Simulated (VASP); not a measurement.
# ReS2 in VASP: notebook

Runs on ReS2. Level: LDA. Tasks: single point.

Everything below comes from runs of VASP 6.6.1. Logs are shortened: lines on timing, memory, paths and dates and some standing lists are left out, and cuts for length are marked.

## Step 1: The cell of the first run

The cell holds a sheet with vacuum, 24 atoms: a = 6.295 Å, b = 6.398 Å, c = 23.000 Å, α = 90.00°, β = 90.00°, γ = 61.24°.

## Step 2: Single point, LDA

INCAR

```
SYSTEM = ReS2
ALGO = Normal
EDIFF = 1E-6
ENCUT = 520
ISIF = 2
ISMEAR = 0
LASPH = .True.
LCHARG = .False.
LREAL = Auto
LWAVE = .False.
NBANDS = 94
NELM = 100
PREC = Accurate
SIGMA = 0.01
```

KPOINTS

```
k-points
0
Gamma
  4 4 1
  0 0 0
```

POSCAR

```
ReS2
1.0
    6.2949404331     -0.0069220558      0.0000000000
    3.0851342615      5.6055960855      0.0000000000
    0.0000000000      0.0000000000     23.0000000000
Re S
8 16
Direct
    0.1081551979      0.2286491624      0.3672632547
    0.2308551949      0.6031407442      0.3717595231
    0.6814373009      0.2015702274      0.3688760846
    0.6573773349      0.6303305251      0.3701444018
    0.4692458498      1.0286535767      0.6282404853
    0.5919456941      1.4031452347      0.6327367649
    1.0427235873      1.0014639037      0.6298556500
    1.0186636572      1.4302241654      0.6311238961
    0.8531526082      0.8199967518      0.3185256695
    0.3144802522      0.8516430398      0.3112708345
    0.0244978808      0.9800203092      0.4276191578
   -0.0150864997      0.5224453049      0.4372388663
    0.4857829044      1.0117998300      0.4205545166
    0.8143430691      0.3577951674      0.2941544714
    0.5242833306      0.4742230485      0.4449079469
    0.3537496627      0.3103523522      0.3018397968
    1.2143179741      1.6199947892      0.5794454999
    0.6756028448      1.6517742273      0.5723808459
    0.3856205339      1.7801515139      0.6887292048
    0.3463514296      1.3214421974      0.6981601473
    0.8469483320      1.8117977819      0.6814743619
    1.1758177682      1.1575713995      0.5550920263
    0.8857579848      1.2739996226      0.7058454987
    0.7151874887      1.1093493559      0.5627610945
```

Potentials or basis: VASP PAW LDA potentials, release 64 (Re, S).

On the command line:

```
$ cat potpaw_LDA.64/Re/POTCAR potpaw_LDA.64/S/POTCAR > POTCAR
$ mpirun -np 1 vasp_std > vasp.out
```

OUTCAR:

```text
SYSTEM = ReS2
   EDIFF = 1E-6
   ENCUT = 520
   ISIF = 2
   ISMEAR = 0
   LASPH = .True.
   LREAL = Auto
   NELM = 100
   PREC = Accurate

 ion  position               nearest neighbor table
   1  0.108  0.229  0.367-  12 2.31  14 2.34  11 2.35  16 2.39  13 2.43  10 2.48   4 2.76   3 2.77
                             2 2.85
   2  0.231  0.603  0.372-  16 2.30  15 2.34  10 2.36  12 2.39   9 2.43  11 2.48   3 2.76   4 2.77
                             1 2.85
   3  0.681  0.202  0.369-  15 2.33  14 2.34  11 2.36  16 2.39  13 2.42   9 2.44   4 2.67   2 2.76
                             1 2.77
   4  0.657  0.630  0.370-  14 2.33  15 2.34  10 2.36  12 2.40   9 2.42  13 2.44   3 2.67   1 2.76
                             2 2.77
   5  0.469  0.029  0.628-  20 2.30  22 2.34  19 2.36  24 2.39  21 2.43  18 2.48   8 2.76   7 2.77
                             6 2.85
   6  0.592  0.403  0.633-  24 2.31  23 2.34  18 2.35  20 2.39  17 2.43  19 2.48   7 2.76   8 2.77
                             5 2.85
   7  0.043  0.001  0.630-  23 2.33  22 2.34  19 2.36  24 2.40  21 2.42  17 2.44   8 2.67   6 2.76
                             5 2.77
   8  0.019  0.430  0.631-  22 2.33  23 2.34  18 2.36  20 2.39  17 2.42  21 2.44   7 2.67   5 2.76
                             6 2.77
   9  0.853  0.820  0.319-   4 2.42   2 2.43   3 2.44
  10  0.314  0.852  0.311-   2 2.36   4 2.36   1 2.48
  11  0.024  0.980  0.428-   1 2.35   3 2.36   2 2.48
  12  0.985  0.522  0.437-   1 2.31   2 2.39   4 2.40
  13  0.486  0.012  0.421-   3 2.42   1 2.43   4 2.44
  14  0.814  0.358  0.294-   4 2.33   3 2.34   1 2.34
[... 8 lines left out ...]
  23  0.886  0.274  0.706-   7 2.33   8 2.34   6 2.34
  24  0.715  0.109  0.563-   6 2.31   5 2.39   7 2.40

  LATTYP: Found a simple monoclinic cell.
 ALAT       =     6.2949442389
 B/A-ratio  =     3.6537257722
 C/A-ratio  =     1.0164501106
 COS(beta)  =    -0.4812018314

  Lattice vectors:

 A1 = (   6.2949404331,  -0.0069220558,   0.0000000000)
 A2 = (   0.0000000000,   0.0000000000,  23.0000000000)
 A3 = (  -3.0851342615,  -5.6055960855,   0.0000000000)

Analysis of symmetry for initial positions (statically):
=====================================================================
 Subroutine PRICEL returns:
 Original cell was already a primitive cell.

 Routine SETGRP: Setting up the symmetry group for a
 simple monoclinic supercell.

 Subroutine GETGRP returns: Found  2 space group operations
 (whereof  1 operations were pure point group operations)
 out of a pool of  4 trial point group operations.

The static configuration has the point symmetry C_1 .
 The point group associated with its full space group is S_2 .

Analysis of symmetry for dynamics (positions and initial velocities):
=====================================================================
 Subroutine PRICEL returns:
 Original cell was already a primitive cell.

 Routine SETGRP: Setting up the symmetry group for a
 simple monoclinic supercell.

 Subroutine GETGRP returns: Found  2 space group operations
 (whereof  1 operations were pure point group operations)
 out of a pool of  4 trial point group operations.

The dynamic configuration has the point symmetry C_1 .
 The point group associated with its full space group is S_2 .

 Subroutine INISYM returns: Found  2 space group operations
 (whereof  1 operations are pure point group operations),
 and found     1 'primitive' translations

----------------------------------------------------------------------------------------

                                     Primitive cell

  volume of cell :     812.0897

  direct lattice vectors                    reciprocal lattice vectors
     6.294940433 -0.006922056  0.000000000     0.158761656 -0.087377153  0.000000000
     3.085134261  5.605596086  0.000000000     0.000196046  0.178285263  0.000000000
     0.000000000  0.000000000 23.000000000     0.000000000  0.000000000  0.043478261

  length of vectors
     6.294944239  6.398496768 23.000000000     0.181218185  0.178285370  0.043478261

[... 50 lines left out ...]
   PSTRESS=    0.0 pullay stress
   NELECT =     152.0000    total number of electrons
   NUPDOWN=      -1.0000    fix difference up-down
   EMIN   =  10.00;   EMAX   =-10.00  energy-range for DOS
   EFERMI =   0.00;   METHOD = LEGACY
   ISMEAR =     0;   SIGMA  =   0.01  broadening in eV -4-tet -1-fermi 0-gaus
   EFERMI_NEDOS =   21; number of points for ismear=-14 and -15
   IALGO  =     38    algorithm
   IMIX   =      4    mixing-type and parameters
     AMIX     =   0.40;   BMIX     =  1.00
     AMIX_MAG =   1.60;   BMIX_MAG =  1.00
  volume/ion in A,a.u.               =      33.84       228.34
  Fermi-wavevector in a.u.,A,eV,Ry     =   0.936457  1.769648 11.931662  0.876952
  Thomas-Fermi vector in A             =   2.063469
   LORBIT       =      0    0 simple, 1 ext, 2 COOP (PROOUT), +10 PAW based schemes
   GGA     = CA    functional components
   LHFCALC =     F    Hartree Fock is set to
   AEXX    =    0.0000 exact exchange contribution
   IVDW    =     0    specifies the selected vdW correction
   LEPSILON=     F    determine dielectric tensor
   LRPA    =     F    only Hartree local field effects (RPA)
 non-spin polarized calculation
 Gauss-broadening in eV      SIGMA  =   0.01
  energy-cutoff  :      520.00
  volume of cell :      812.09
 maximum number of plane-waves:     21898
 NGX is ok and might be reduce to    48
   NGX = 23   NGY = 23   NGZ = 85

 number of electron     151.9999998 magnetization

 Free energy of the ion-electron system (eV)
  ---------------------------------------------------
  ext. energy  EPLUGINS =         0.00000000
  ---------------------------------------------------
  free energy    TOTEN  =      -200.07161385 eV

  energy without entropy =     -200.07161385  energy(sigma->0) =     -200.07161385

 E-fermi :   0.2125     XC(G=0):  -6.2146

 val. band max:        0.1345053726   @ k =   0.0000   0.0000   0.0000
 cond. band min:       1.4667192030   @ k =   0.0000   0.0000   0.0000
 fundamental gap:      1.3322138304
 Fermi energy:         0.2124542745

 k-point     1 :       0.0000    0.0000    0.0000
  band No.  band energies     occupation
      1     -14.9735      2.00000
      2     -14.8664      2.00000
      3     -13.4710      2.00000
      4     -13.3539      2.00000
      5     -13.0455      2.00000
      6     -12.9917      2.00000
[... 899 lines left out ...]
     87       2.5640      0.00000
     88       2.6974      0.00000
 [bands above 88 left out]

------------------------ aborting loop because EDIFF is reached ----------------------------------------

  FORCE on cell =-STRESS in cart. coord.  units (eV):
  Direction    XX          YY          ZZ          XY          YZ          ZX
  --------------------------------------------------------------------------------------
  -------------------------------------------------------------------------------------
  Total        2.6787179      2.7467600      2.5446452     -0.0509743     -0.0761704      0.0054236
  in kB        5.2848608      5.4191014      5.0203478     -0.1005676     -0.1502771      0.0107003
  external PRESSURE =       5.2414367 kB  Pullay stress =       0.0000000 kB

 VOLUME and BASIS-vectors are now :
 -----------------------------------------------------------------------------
  energy-cutoff  :      520.00
  volume of cell :      812.09
      direct lattice vectors                 reciprocal lattice vectors
     6.294940433 -0.006922056  0.000000000     0.158761656 -0.087377153  0.000000000
     3.085134261  5.605596086  0.000000000     0.000196046  0.178285263  0.000000000
     0.000000000  0.000000000 23.000000000     0.000000000  0.000000000  0.043478261

 POSITION                                       TOTAL-FORCE (eV/Angst)
 -----------------------------------------------------------------------------------
      1.38624      1.28097      8.44705         0.021574     -0.020174     -0.013839
      3.31399      3.37937      8.55047        -0.020558      0.020701      0.013882
      4.91148      1.12520      8.48415        -0.014597     -0.042957     -0.012112
      6.08281      3.52883      8.51332         0.013339      0.043412      0.009751
      3.04227      0.15737     14.44953         0.020558     -0.020701     -0.013882
      4.97002      2.25577     14.55295        -0.021574      0.020174      0.013839
[... 16 lines left out ...]
      6.42112      1.52980     16.23445        -0.001324     -0.000678      0.166433
      4.83942      0.60802     12.94351        -0.002184     -0.032157     -0.128604
 -----------------------------------------------------------------------------------
    total drift:                               -0.002634     -0.003789      0.008764

  FREE ENERGIE OF THE ION-ELECTRON SYSTEM (eV)
  ---------------------------------------------------
  free  energy   TOTEN  =      -200.0716138460 eV

  energy  without entropy=     -200.0716138460  energy(sigma->0) =     -200.07161385
```

Run time: 38 min. Hardware: 1 thread of Intel Xeon Platinum 8488C (Sapphire Rapids), shared host; peak memory 0.83 GiB.

Results:

- Free energy: -200.0716 eV
- Largest force: 0.166 eV/Å
- Band gap on the k mesh: 1.33 eV, direct

Forces in eV/Å, atoms in the order of the input:
```
Re   0.022 -0.020 -0.014
Re  -0.021  0.021  0.014
Re  -0.015 -0.043 -0.012
Re   0.013  0.043  0.010
Re   0.021 -0.021 -0.014
Re  -0.022  0.020  0.014
Re  -0.013 -0.043 -0.010
Re   0.015  0.043  0.012
S    0.005  0.008 -0.071
S   -0.005  0.045 -0.089
S    0.005 -0.046  0.090
S    0.002  0.032  0.129
S   -0.005 -0.010  0.069
S    0.001  0.001 -0.166
S   -0.003 -0.001  0.165
S   -0.002 -0.034 -0.130
S    0.005  0.010 -0.069
S   -0.005  0.046 -0.090
S    0.005 -0.045  0.089
S    0.002  0.034  0.130
S   -0.005 -0.008  0.071
S    0.003  0.001 -0.165
S   -0.001 -0.001  0.166
S   -0.002 -0.032 -0.129
```

Levels at points of the mesh, in eV from the valence-band top:
| k point | band 72 | band 73 | band 74 | band 75 | band 76 | band 77 | band 78 | band 79 | band 80 | band 81 |
| --- | --- | --- | --- | --- | --- | --- | --- | --- | --- | --- |
| (0.00, 0.00, 0.00) | -0.40 | -0.40 | -0.27 | -0.20 | 0.00 | 1.33 | 1.43 | 1.98 | 2.00 | 2.06 |
| (0.50, 0.00, 0.00) | -0.77 | -0.55 | -0.52 | -0.45 | -0.39 | 1.57 | 1.70 | 1.84 | 1.90 | 2.01 |
| (0.00, 0.50, 0.00) | -0.60 | -0.45 | -0.37 | -0.22 | -0.20 | 1.54 | 1.69 | 1.83 | 1.91 | 2.01 |
| (0.50, 0.50, 0.00) | -0.60 | -0.59 | -0.51 | -0.45 | -0.45 | 1.58 | 1.65 | 1.74 | 1.80 | 1.92 |

Caveat: spin-orbit coupling is left out, which moves the levels of the heavy elements.

## Step 3: Single point, LDA

This run uses another cell than the first one, of 34.22 Å³/atom, 1.011 times its volume.

INCAR

```
PREC     = Accurate       # precision mode
ENCUT    = 520            # plane-wave cutoff, eV
EDIFF    = 1E-6           # SCF threshold, eV
ISMEAR   = 0              # smearing method
SIGMA    = 0.01           # smearing width, eV
LREAL    = Auto         
LASPH    = T              # aspherical terms in the spheres
NELM     = 100            # most SCF steps
ALGO     = Normal         # electronic algorithm
ISIF     = 2              # what is computed and relaxed
LWAVE    = F              # write WAVECAR
LCHARG   = F              # write CHGCAR
NBANDS   = 94             # bands
```

KPOINTS

```
regular mesh
0
Gamma
  4 4 1
```

POSCAR

```
ReS2
1.0
    6.3355089393      0.0000000000      0.0000000000
    3.1112149501      5.6366336777      0.0000000000
    0.0000000000      0.0000000000     23.0000000000
Re S
8 16
Direct
    0.1217509518      0.2112687337      0.3653067994
    0.2450136531      0.5872257259      0.3694618331
    0.6948876457      0.1860222256      0.3668415341
    0.6718826780      0.6124710129      0.3679249952
    0.4550842851      1.0446020670      0.6305241907
    0.5783469864      1.4205590592      0.6346792244
    1.0282209790      1.0193555589      0.6320589254
    1.0052160113      1.4458043462      0.6331423865
    0.8663834063      0.8035865928      0.3158850369
    0.3307780708      0.8320972237      0.3087007631
    0.0360291291      0.9663328396      0.4260844165
    0.0008929480      0.5029257807      0.4351155771
    0.5003993430      0.9948860370      0.4188878189
    0.8301116125      0.3387288555      0.2918739789
    0.5366324604      0.4597124372      0.4429240769
    0.3658437923      0.2955096511      0.2996888219
    1.1997167396      1.6369199261      0.5811024282
    0.6641114041      1.6654305570      0.5739181545
    0.3693624624      1.7996661729      0.6913018078
    0.3342262813      1.3362591140      0.7003329684
    0.8337326763      1.8282193703      0.6841052102
    1.1634449458      1.1720621888      0.5570913702
    0.8699657937      1.2930457705      0.7081414682
    0.6991771256      1.1288429844      0.5649062132
```

Potentials or basis: VASP PAW LDA potentials, release 64 (Re, S).

On the command line:

```
$ cat potpaw_LDA.64/Re/POTCAR potpaw_LDA.64/S/POTCAR > POTCAR
$ mpirun -np 1 vasp_std > vasp.out
```

Run time: 38 min. Hardware: 1 thread of Intel Xeon Platinum 8488C (Sapphire Rapids), shared host; peak memory 0.83 GiB.

Results (log left out):

```
Free energy            : -200.0272 eV
Largest force          : 0.217 eV/Å
Band gap on the k mesh : 1.32 eV, direct
```

Forces in eV/Å, atoms in the order of the input:
```
Re   0.132 -0.048 -0.103
Re  -0.129  0.014  0.109
Re  -0.100 -0.113 -0.033
Re   0.083  0.117  0.036
Re   0.132 -0.022 -0.090
Re  -0.135  0.044  0.119
Re  -0.087 -0.125 -0.020
Re   0.100  0.109  0.054
S    0.022  0.006  0.205
S   -0.039  0.170  0.129
S    0.030 -0.176 -0.118
S   -0.019  0.179 -0.051
S   -0.022 -0.009 -0.164
S   -0.045  0.051  0.063
S    0.037 -0.011 -0.048
S    0.033 -0.105  0.070
S    0.022  0.010  0.162
S   -0.033  0.182  0.112
S    0.037 -0.163 -0.135
S   -0.030  0.105 -0.084
S   -0.024 -0.006 -0.206
S   -0.034  0.014  0.033
S    0.049 -0.047 -0.078
S    0.022 -0.176  0.037
```

Levels at points of the mesh, in eV from the valence-band top:
| k point | band 72 | band 73 | band 74 | band 75 | band 76 | band 77 | band 78 | band 79 | band 80 | band 81 |
| --- | --- | --- | --- | --- | --- | --- | --- | --- | --- | --- |
| (0.00, 0.00, 0.00) | -0.39 | -0.38 | -0.25 | -0.16 | 0.00 | 1.32 | 1.43 | 2.01 | 2.02 | 2.06 |
| (0.50, 0.00, 0.00) | -0.71 | -0.51 | -0.51 | -0.40 | -0.37 | 1.56 | 1.64 | 1.87 | 1.92 | 2.03 |
| (0.00, 0.50, 0.00) | -0.56 | -0.40 | -0.33 | -0.17 | -0.16 | 1.59 | 1.73 | 1.84 | 1.91 | 1.99 |
| (0.50, 0.50, 0.00) | -0.58 | -0.55 | -0.46 | -0.39 | -0.38 | 1.62 | 1.67 | 1.77 | 1.82 | 1.91 |

Caveat: spin-orbit coupling is left out, which moves the levels of the heavy elements.

## Step 4: Single point, LDA

INCAR

```
ALGO     = Normal         # electronic algorithm
EDIFF    = 1E-7           # SCF threshold, eV
ENCUT    = 520            # plane-wave cutoff, eV
ISIF     = 2              # what is computed and relaxed
ISMEAR   = 0              # smearing method
LASPH    = True           # aspherical terms in the spheres
LCHARG   = False          # write CHGCAR
LREAL    = Auto         
LWAVE    = False          # write WAVECAR
NBANDS   = 94             # bands
NELM     = 100            # most SCF steps
PREC     = Accurate       # precision mode
SIGMA    = 0.01           # smearing width, eV
```

KPOINTS

```
k-points
0
Gamma
  4 4 1
```

POSCAR

```
ReS2
1.0
    6.2949404331     -0.0069220558      0.0000000000
    3.0851342615      5.6055960855      0.0000000000
    0.0000000000      0.0000000000     23.0000000000
Re S
8 16
Direct
    0.1081551979      0.2286491624      0.3672632547
    0.2308551949      0.6031407442      0.3717595231
    0.6814373009      0.2015702274      0.3688760846
    0.6573773349      0.6303305251      0.3701444018
    0.4740086995      1.0286594581      0.6282404853
    0.5967085438      1.4031511161      0.6327367649
    1.0474864370      1.0014697851      0.6298556500
    1.0234265069      1.4302300468      0.6311238961
    0.8531526082      0.8199967518      0.3185256695
    0.3144802522      0.8516430398      0.3112708345
    0.0244978808      0.9800203092      0.4276191578
   -0.0150864997      0.5224453049      0.4372388663
    0.4857829044      1.0117998300      0.4205545166
    0.8143430691      0.3577951674      0.2941544714
    0.5242833306      0.4742230485      0.4449079469
    0.3537496627      0.3103523522      0.3018397968
    1.2190808238      1.6200006706      0.5794454999
    0.6803656945      1.6517801087      0.5723808459
    0.3903833836      1.7801573952      0.6887292048
    0.3511142793      1.3214480788      0.6981601473
    0.8517111817      1.8118036633      0.6814743619
    1.1805806179      1.1575772808      0.5550920263
    0.8905208345      1.2740055040      0.7058454987
    0.7199503384      1.1093552373      0.5627610945
```

On the command line:

```
$ cat potpaw_LDA.64/Re/POTCAR potpaw_LDA.64/S/POTCAR > POTCAR
$ mpirun -np 1 vasp_std > vasp.out
```

Wall time 85 min (1 thread of AMD EPYC 7R43 (Zen 3), shared host); peak memory 0.78 GiB.

Results (log left out):

* Free energy: -200.0713 eV
* Largest force: 0.167 eV/Å
* Band gap on the k mesh: 1.33 eV, direct

Forces on the atoms (eV/Å):
```
Re   0.021 -0.021 -0.012
Re  -0.020  0.020  0.012
Re  -0.013 -0.044 -0.010
Re   0.013  0.045  0.010
Re   0.020 -0.020 -0.012
Re  -0.021  0.021  0.012
Re  -0.013 -0.045 -0.010
Re   0.013  0.044  0.010
S    0.006  0.008 -0.070
S   -0.005  0.045 -0.090
S    0.008 -0.045  0.092
S    0.003  0.031  0.127
S   -0.003 -0.010  0.067
S    0.002  0.001 -0.167
S    0.000  0.000  0.167
S   -0.003 -0.034 -0.130
S    0.003  0.010 -0.067
S   -0.008  0.045 -0.092
S    0.005 -0.045  0.090
S    0.003  0.034  0.130
S   -0.006 -0.008  0.070
S    0.000  0.000 -0.167
S   -0.002 -0.001  0.167
S   -0.003 -0.031 -0.127
```

Levels at points of the mesh, in eV from the valence-band top:
| k point | band 72 | band 73 | band 74 | band 75 | band 76 | band 77 | band 78 | band 79 | band 80 | band 81 |
| --- | --- | --- | --- | --- | --- | --- | --- | --- | --- | --- |
| (0.00, 0.00, 0.00) | -0.40 | -0.40 | -0.27 | -0.20 | 0.00 | 1.33 | 1.43 | 1.98 | 2.00 | 2.06 |
| (0.50, 0.00, 0.00) | -0.77 | -0.55 | -0.52 | -0.44 | -0.39 | 1.57 | 1.70 | 1.84 | 1.90 | 2.01 |
| (0.00, 0.50, 0.00) | -0.60 | -0.45 | -0.37 | -0.22 | -0.20 | 1.55 | 1.69 | 1.83 | 1.91 | 2.01 |
| (0.50, 0.50, 0.00) | -0.60 | -0.58 | -0.51 | -0.45 | -0.45 | 1.59 | 1.65 | 1.74 | 1.80 | 1.92 |

Caveat: spin-orbit coupling is left out, which moves the levels of the heavy elements.
